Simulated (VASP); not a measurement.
# Al15VN16 (a cell with a defect) in VASP: single point with PBEsol

Aim: the single point of Al15VN16 (a cell with a defect) with PBEsol.

Program: VASP 6.6.1. These are calculated values, not measurements. Logs are shortened: lines on timing, memory, paths and dates and some standing lists are left out, and cuts for length are marked.

## Step 1: The cell of the first run

The cell holds a defect, 32 atoms: a = 6.220 Å, b = 6.220 Å, c = 9.960 Å, α = 90.00°, β = 90.00°, γ = 120.00°.

## Step 2: Single point, PBEsol, collinear spin, zero start

INCAR reads:

```
PREC = Accurate
ENCUT = 450
EDIFF = 1E-5
ISMEAR = 0
SIGMA = 0.03
LREAL = Auto
LASPH = T
NELM = 120
ALGO = Normal
ISIF = 2
LWAVE = F
LCHARG = F
ISPIN = 2
MAGMOM = 0 0 0 0 0 0 0 0 0 0 0 0 0 0 0 0 0 0 0 0 0 0 0 0 0 0 0 0 0 0 0 0
LORBIT = 11
NUPDOWN = 0
LMAXMIX = 4
GGA = PS
ISYM = 0
KPAR = 4
```

KPOINTS reads:

```
regular mesh
0
Gamma
  3 3 2
```

POSCAR reads:

```
Al15VN16                                
1.0
    6.2200008610      0.0000000000      0.0000000000
   -3.1100004305      5.3866787572      0.0000000000
    0.0000000000      0.0000000000      9.9600000000
  V               Al              N             
     1    15    16
Direct
     0.3338982224337023    0.1657199780316213    0.9961504604491827
     0.3329620360698401    0.1656782039020506    0.5005995376638491
     0.3331072088679518    0.6652716664083597    0.0014780991403112
     0.3337573123125954    0.6661444379349750    0.5001860309355352
     0.8339146930169062    0.1661975719387200    0.0015522668694536
     0.8324972072091702    0.1650459164761850    0.5003864861052107
     0.8342186429137392    0.6654673327805403    0.0015214795760157
     0.8324941780767866    0.6662771014818740    0.5004553744140030
     0.1667474634229534    0.3328659179980760    0.2521239264197896
     0.1648500506185751    0.3332836014031728    0.7485621556060083
     0.1667542641821198    0.8322825352132868    0.2520479719516473
     0.1650461933439867    0.8293513010792856    0.7484929620616197
     0.6672620651452418    0.3329705791302772    0.2520419945233155
     0.6690227740933452    0.3335349591740812    0.7485620113154140
     0.6670024712879069    0.8328144319606767    0.2504583283809205
     0.6661805532152715    0.8320496714978728    0.7508489722123382
     0.3336051762085656    0.1659354143215092    0.1985429907134115
     0.3329167330166131    0.1653949158557007    0.6932526502607210
     0.3332150617652042    0.6657411884278098    0.1920466047385012
     0.3343576769612559    0.6659602842476265    0.6902644521351688
     0.8338921056393692    0.1665161735624411    0.1920592294655728
     0.8321091817628197    0.1638495991958474    0.6904289257892120
     0.8338920605257468    0.6659126084393531    0.1920844504466797
     0.8322267962612403    0.6663075899758559    0.6904749453758584
     0.1659803420483672    0.3326848210795483    0.4429189537771305
     0.1605270488510902    0.3386085831746095    0.9382263690523739
     0.1658472236037377    0.8317666871026720    0.4428499844047899
     0.1606274034235799    0.8193391296568083    0.9382360189704680
     0.6669888327202608    0.3329063606513479    0.4428863615651332
     0.6801998735868300    0.3390229734943134    0.9382777510085398
     0.6663829706759794    0.8325632542604083    0.4407227220803595
     0.6670931767392428    0.8322742101430838    0.9423785325914898
```

Potentials or basis: VASP PAW PBE potentials, release 64 (V_sv, Al, N).

Command:

```sh
$ cat potpaw_PBE.64/V_sv/POTCAR potpaw_PBE.64/Al/POTCAR potpaw_PBE.64/N/POTCAR > POTCAR
$ mpirun -np 4 vasp_std > vasp.out
```

OUTCAR:

```text
PREC = Accurate
   ENCUT = 450
   EDIFF = 1E-5
   ISMEAR = 0
   LREAL = Auto
   LASPH = T
   NELM = 120
   ISIF = 2
   ISPIN = 2
   LORBIT = 11
   NUPDOWN = 0
   GGA = PS
   ISYM = 0

 ion  position               nearest neighbor table
   1  0.334  0.166  0.996-  26 1.95  30 1.95  28 1.95  17 2.02  14 3.06  12 3.06  10 3.06   5 3.11
                             3 3.11   7 3.11   7 3.11   3 3.11   5 3.11  13 3.12  11 3.12   9 3.12
   2  0.333  0.166  0.501-  27 1.89  25 1.89  29 1.89  18 1.92   9 3.06  11 3.06  10 3.06  13 3.06
                            14 3.06  12 3.06   6 3.11   4 3.11   8 3.11   8 3.11   4 3.11   6 3.11
   3  0.333  0.665  0.001-  28 1.87  26 1.87  32 1.89  19 1.90  15 3.06   9 3.07  16 3.07  11 3.07
                            10 3.09  12 3.09   7 3.10   5 3.10   1 3.11   1 3.11   5 3.12   7 3.12
   4  0.334  0.666  0.500-  25 1.88  27 1.89  31 1.89  20 1.89  12 3.05   9 3.05  11 3.05  10 3.06
                            15 3.07  16 3.07   8 3.10   6 3.10   2 3.11   2 3.11   6 3.12   8 3.12
   5  0.834  0.166  0.002-  30 1.87  26 1.87  32 1.89  21 1.90  15 3.06   9 3.07  13 3.07  16 3.08
                            10 3.09  14 3.09   7 3.10   3 3.10   1 3.11   1 3.11   3 3.12   7 3.12
   6  0.832  0.165  0.500-  29 1.88  25 1.89  31 1.89  22 1.89  14 3.05  10 3.05  13 3.06   9 3.06
                            15 3.07  16 3.07   8 3.10   4 3.10   2 3.11   2 3.11   4 3.12   8 3.12
   7  0.834  0.665  0.002-  28 1.87  30 1.87  32 1.89  23 1.90  15 3.07  13 3.07  11 3.07  16 3.08
                            12 3.09  14 3.09   3 3.10   5 3.10   1 3.11   1 3.11   5 3.12   3 3.12
   8  0.832  0.666  0.500-  29 1.89  27 1.89  31 1.89  24 1.89  12 3.05  14 3.05  13 3.06  11 3.06
                            15 3.07  16 3.07   4 3.10   6 3.10   2 3.11   2 3.11   6 3.12   4 3.12
   9  0.167  0.333  0.252-  17 1.88  21 1.89  19 1.89  25 1.90   4 3.05   2 3.06   6 3.06   3 3.07
[... 17 lines left out ...]
  19  0.333  0.666  0.192-  15 1.89   9 1.89  11 1.89   3 1.90
  20  0.334  0.666  0.690-  12 1.88  10 1.88  16 1.89   4 1.89
  21  0.834  0.167  0.192-  15 1.89   9 1.89  13 1.89   5 1.90
  22  0.832  0.164  0.690-  10 1.88  14 1.88  16 1.89   6 1.89
[... 8 lines left out ...]
  31  0.666  0.833  0.441-   8 1.89   6 1.89   4 1.89  15 1.90
  32  0.667  0.832  0.942-   7 1.89   5 1.89   3 1.89  16 1.91

IMPORTANT INFORMATION: All symmetrisations will be switched off!
NOSYMM: (Re-)initialisation of all symmetry stuff for point group C_1.

----------------------------------------------------------------------------------------

                                     Primitive cell

  volume of cell :     333.7113

  direct lattice vectors                    reciprocal lattice vectors
     6.220000861  0.000000000  0.000000000     0.160771682  0.092821574  0.000000000
    -3.110000430  5.386678757  0.000000000     0.000000000  0.185643148  0.000000000
     0.000000000  0.000000000  9.960000000     0.000000000  0.000000000  0.100401606

  length of vectors
     6.220000861  6.220000861  9.960000000     0.185643148  0.185643148  0.100401606

  position of ions in fractional coordinates (direct lattice)
     0.333898222  0.165719978  0.996150460
     0.332962036  0.165678204  0.500599538
     0.333107209  0.665271666  0.001478099
     0.333757312  0.666144438  0.500186031
     0.833914693  0.166197572  0.001552267
     0.832497207  0.165045916  0.500386486
[... 24 lines left out ...]
     0.666382971  0.832563254  0.440722722
     0.667093177  0.832274210  0.942378533

  ion indices of the primitive-cell ions
   primitive index   ion index
                 1           1
                 2           2
                 3           3
                 4           4
                 5           5
                 6           6
[... 24 lines left out ...]
                31          31
                32          32

----------------------------------------------------------------------------------------

 KPOINTS: regular mesh

Automatic generation of k-mesh.
 Grid dimensions read from file:
 generate k-points for:    3    3    2

 Generating k-lattice:

  Cartesian coordinates                     Fractional coordinates (reciprocal lattice)
     0.053590561  0.030940525  0.000000000     0.333333333 -0.000000000  0.000000000
     0.000000000  0.061881049  0.000000000     0.000000000  0.333333333  0.000000000
     0.000000000  0.000000000  0.050200803     0.000000000  0.000000000  0.500000000

  Length of vectors
     0.061881049  0.061881049  0.050200803

  Shift w.r.t. Gamma in fractional coordinates (k-lattice)
     0.000000000  0.000000000  0.000000000

 Subroutine IBZKPT returns following result:
 ===========================================

 Found     10 irreducible k-points:

[... 24 lines left out ...]
   ISPIN  =      2    spin polarized calculation?
   LNONCOLLINEAR =      F non collinear calculations
   LSORBIT =      F    spin-orbit coupling
   LASPH  =      T    aspherical Exc in radial PAW
   ENCUT  =  450.0 eV  33.07 Ry    5.75 a.u.  10.76 10.76 17.23*2*pi/ulx,y,z
   NELM   =    120;   NELMIN=  2; NELMDL= -5     # of ELM steps
   EDIFF  = 0.1E-04   stopping-criterion for ELM
   LREAL  =      T    real-space projection
   EDIFFG = 0.1E-03   stopping-criterion for IOM
   NSW    =      0    number of steps for IOM
   IBRION =     -1    ionic relax: 0-MD 1-quasi-New 2-CG
   NFREE  =      0    steps in history (QN), initial steepest desc. (CG)
   ISIF   =      2    stress and relaxation
   ISYM   =      0    0-nonsym 1-usesym 2-fastsym
   POTIM  = 0.5000    time-step for ionic-motion
   TEBEG  =    0.0;   TEEND  =   0.0 temperature during run
   PSTRESS=    0.0 pullay stress
   NELECT =     138.0000    total number of electrons
   NUPDOWN=       0.0000    fix difference up-down
   EMIN   =  10.00;   EMAX   =-10.00  energy-range for DOS
   EFERMI =   0.00;   METHOD = LEGACY
   ISMEAR =     0;   SIGMA  =   0.03  broadening in eV -4-tet -1-fermi 0-gaus
   EFERMI_NEDOS =   21; number of points for ismear=-14 and -15
   IALGO  =     38    algorithm
   IMIX   =      4    mixing-type and parameters
     AMIX     =   0.40;   BMIX     =  1.00
     AMIX_MAG =   1.60;   BMIX_MAG =  1.00
  volume/ion in A,a.u.               =      10.43        70.37
  Fermi-wavevector in a.u.,A,eV,Ry     =   1.219675  2.304852 20.240134  1.487608
  Thomas-Fermi vector in A             =   2.354919
   LORBIT       =     11    0 simple, 1 ext, 2 COOP (PROOUT), +10 PAW based schemes
   GGA     = PS    functional components
   LHFCALC =     F    Hartree Fock is set to
   AEXX    =    0.0000 exact exchange contribution
   IVDW    =     0    specifies the selected vdW correction
   LEPSILON=     F    determine dielectric tensor
   LRPA    =     F    only Hartree local field effects (RPA)
 spin polarized calculation
 Gauss-broadening in eV      SIGMA  =   0.03
  energy-cutoff  :      450.00
  volume of cell :      333.71
 maximum number of plane-waves:      7283
 NGX is ok and might be reduce to    48
   NGX = 21   NGY = 21   NGZ = 35

 number of electron     137.9999988 magnetization      -0.0000000

 number of electron     137.9999988 magnetization       0.0000000

 Free energy of the ion-electron system (eV)
  ---------------------------------------------------
  ext. energy  EPLUGINS =         0.00000000
  ---------------------------------------------------
  free energy    TOTEN  =      -252.64915071 eV

  energy without entropy =     -252.64523542  energy(sigma->0) =     -252.64719307

 E-fermi :   9.3886     XC(G=0): -11.2007

 val. band max:        9.3874959977   @ k =   0.0000   0.0000   0.0000
 cond. band min:       9.3890194073   @ k =   0.0000   0.0000   0.5000
 fundamental gap:      0.0015234096
 Fermi energy:         9.3886582602

 spin component 1

 k-point     1 :       0.0000    0.0000    0.0000
  band No.  band energies     occupation
      1     -55.5850      1.00000
      2     -29.7022      1.00000
      3     -29.7003      1.00000
      4     -29.4659      1.00000
      5      -9.0409      1.00000
      6      -8.1732      1.00000
[... 829 lines left out ...]
     80      12.7973      0.00000
     81      12.9383      0.00000
 Fermi energy:         9.3885869461

 spin component 2

 k-point     1 :       0.0000    0.0000    0.0000
  band No.  band energies     occupation
      1     -55.5850      1.00000
      2     -29.7024      1.00000
      3     -29.7005      1.00000
      4     -29.4656      1.00000
      5      -9.0409      1.00000
      6      -8.1732      1.00000
[... 829 lines left out ...]
     80      12.7973      0.00000
     81      12.9383      0.00000
 [bands above 81 left out]

------------------------ aborting loop because EDIFF is reached ----------------------------------------

  FORCE on cell =-STRESS in cart. coord.  units (eV):
  Direction    XX          YY          ZZ          XY          YZ          ZX
  --------------------------------------------------------------------------------------
  -------------------------------------------------------------------------------------
  Total        2.9728504      3.0098827      1.2242027      0.0027701      0.0007095      0.0096258
  in kB       14.2729183     14.4507138      5.8775055      0.0132995      0.0034066      0.0462143
  external PRESSURE =      11.5337125 kB  Pullay stress =       0.0000000 kB

 VOLUME and BASIS-vectors are now :
 -----------------------------------------------------------------------------
  energy-cutoff  :      450.00
  volume of cell :      333.71
      direct lattice vectors                 reciprocal lattice vectors
     6.220000861  0.000000000  0.000000000     0.160771682  0.092821574  0.000000000
    -3.110000430  5.386678757  0.000000000     0.000000000  0.185643148  0.000000000
     0.000000000  0.000000000  9.960000000     0.000000000  0.000000000  0.100401606

 POSITION                                       TOTAL-FORCE (eV/Angst)
 -----------------------------------------------------------------------------------
      1.56146      0.89268      9.92166        -0.011502     -0.003191     -0.334466
      1.55576      0.89246      4.98597         0.002089      0.005913      0.004403
      0.00293      3.58360      0.01472         0.088423      0.055078      0.203060
      0.00426      3.58831      4.98185         0.009844      0.004762     -0.010607
      4.67008      0.89525      0.01546         0.002168     -0.098259      0.193390
      4.66484      0.88905      4.98385         0.011610     -0.013381     -0.030541
[... 24 lines left out ...]
      1.55563      4.48475      4.38960        -0.001975     -0.001770      0.038581
      1.56095      4.48319      9.38609        -0.016206      0.000105     -0.052693
 -----------------------------------------------------------------------------------
    total drift:                               -0.007339      0.004648     -0.006392

  FREE ENERGIE OF THE ION-ELECTRON SYSTEM (eV)
  ---------------------------------------------------
  free  energy   TOTEN  =      -252.6491507085 eV

  energy  without entropy=     -252.6452354233  energy(sigma->0) =     -252.64719307

 total charge

# of ion       s       p       d       tot
------------------------------------------
    1        2.294   6.241   3.173  11.709
    2        0.368   0.440   0.000   0.808
    3        0.372   0.450   0.000   0.823
    4        0.370   0.447   0.000   0.817
    5        0.373   0.451   0.000   0.823
    6        0.370   0.447   0.000   0.818
[... 24 lines left out ...]
   31        1.223   2.619   0.000   3.842
   32        1.223   2.608   0.000   3.831
--------------------------------------------------
tot         27.461  54.673   3.173  85.307

 magnetization (x)

# of ion       s       p       d       tot
------------------------------------------
    1        0.000   0.000  -0.000  -0.000
    2       -0.000  -0.000   0.000  -0.000
    3        0.000   0.000   0.000   0.000
    4        0.000  -0.000   0.000  -0.000
    5       -0.000  -0.000   0.000  -0.000
    6       -0.000   0.000   0.000  -0.000
[... 24 lines left out ...]
   31       -0.000   0.000   0.000  -0.000
   32       -0.000  -0.000   0.000  -0.000
--------------------------------------------------
tot         -0.000  -0.000  -0.000  -0.000
```

Run time: 5.7 min. Hardware: 4 MPI ranks of Intel Xeon Platinum 8488C (Sapphire Rapids), shared host; peak memory 0.7 GiB.

Results:

```yaml
Free_energy: -252.6492 eV
Largest_force: 0.766 eV/Å
Net_moment: 0.00 μB per cell
Valence_electrons_inside_the_program's_atomic_spheres: V 11.71; Al 0.81, 0.82 (each value once); N 3.81, 3.83, 3.84, 3.85 (each value once)
```

Forces in eV/Å, atoms in the order of the input:
```
V   -0.012 -0.003 -0.334
Al   0.002  0.006  0.004
Al   0.088  0.055  0.203
Al   0.010  0.005 -0.011
Al   0.002 -0.098  0.193
Al   0.012 -0.013 -0.031
Al  -0.110  0.061  0.203
Al   0.001  0.000 -0.039
Al  -0.038  0.015 -0.073
Al   0.067 -0.029 -0.058
Al  -0.003 -0.052 -0.068
Al   0.000  0.075 -0.045
Al   0.049  0.018 -0.063
Al  -0.057 -0.036 -0.049
Al  -0.004 -0.007 -0.005
Al   0.004  0.002 -0.006
N   -0.005  0.006 -0.511
N    0.012  0.000 -0.003
N    0.000  0.000  0.007
N    0.013  0.019  0.051
N   -0.007 -0.004  0.006
N   -0.004 -0.004  0.039
N   -0.002 -0.008 -0.003
N   -0.007  0.002  0.034
N    0.011 -0.004  0.002
N    0.625 -0.360  0.193
N    0.016  0.009  0.013
N    0.002  0.737  0.177
N   -0.007 -0.009  0.010
N   -0.640 -0.381  0.177
N   -0.002 -0.002  0.039
N   -0.016  0.000 -0.053
```

Caveat: the k points lie up to 0.39 Å⁻¹ apart; the cutoff is under 1.25 times the usual one of these potentials, so pressure, stress and relaxed cells hold a basis-set (Pulay) error; the PAW data sets were made with another functional, which shifts forces and pressure a little; the total moment is fixed, so each spin has its own Fermi level.
